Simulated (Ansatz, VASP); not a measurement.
# Two plane-wave programs on BN

```xyz
4
Lattice="2.5061 0.0000 0.0000 -1.2531 2.1704 0.0000 0.0000 0.0000 6.5974" Properties=species:S:1:pos:R:3 pbc="T T T"
B     0.0000    0.0000    2.9147
B     0.0000    1.4469    0.0000
N     0.0000    0.0000    0.0000
N     1.2531    0.7235    3.2987
```

Alike in both runs: task single point; functional PBE; dispersion D3(BJ); k mesh 12 × 12 × 4; occupations gaussian, width 0.05 eV; no spin polarisation.

|  | VASP | Ansatz |
| --- | --- | --- |
| version | VASP 6.6.1 | Ansatz 0.2.0 |
| potentials or method | VASP PAW PBE potentials, release 64 (B, N), cutoff 520 eV | scalar-relativistic, plane waves, PAW |
| valence electrons in the cell | 16 | 16 |

|  | VASP | Ansatz | Ansatz less VASP |
| --- | --- | --- | --- |
| gap on the k mesh at the Fermi level (eV) | 3.74 | 3.75 | +0.009 |
| least direct gap on the mesh (eV) | 3.98 | 3.98 | +0.006 |
| pressure (GPa) | -4.0 | -4.2 | -0.11 |
| traceless stress, the component that is largest in VASP (GPa) | -6.27 | -6.03 | +0.241 |
| rms of the force components (eV/Å) | 2.136 | 2.136 | +0.0004 |

Atom by atom the forces differ by 0.001 eV/Å (rms over components).
